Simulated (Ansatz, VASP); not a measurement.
## PbS: VASP beside Ansatz

```
CELL_PARAMETERS angstrom
0.00000 2.96500 3.05395
2.96500 0.00000 3.05395
2.96500 2.96500 0.00000
ATOMIC_POSITIONS crystal
Pb 0.00000 0.00000 0.00000
S 0.50000 0.50000 0.50000
```

Change from the starting cell: zz strain of +3 %.

Alike in both runs: task single point; functional LDA; k mesh 8 × 8 × 8; occupations fermi-dirac, width 0.01 eV; no spin polarisation.

|  | VASP | Ansatz |
| --- | --- | --- |
| version | VASP 6.6.1 | Ansatz 0.2.0 |
| potentials or method | VASP PAW LDA potentials, release 64 (Pb_d, S), cutoff 520 eV | all-electron LAPW, scalar-relativistic |

```csv
,VASP,Ansatz,Ansatz less VASP
pressure (GPa),-3.9,-3.9,-0.02
"traceless stress, the component that is largest in VASP (GPa)",-1.92,-1.90,+0.020
```

LDA's correlation is that of Perdew and Zunger in VASP and of Perdew and Wang (1992) in Ansatz. Ansatz ran all-electron here, and VASP with PAW potentials.

Neither program's run includes spin-orbit coupling.
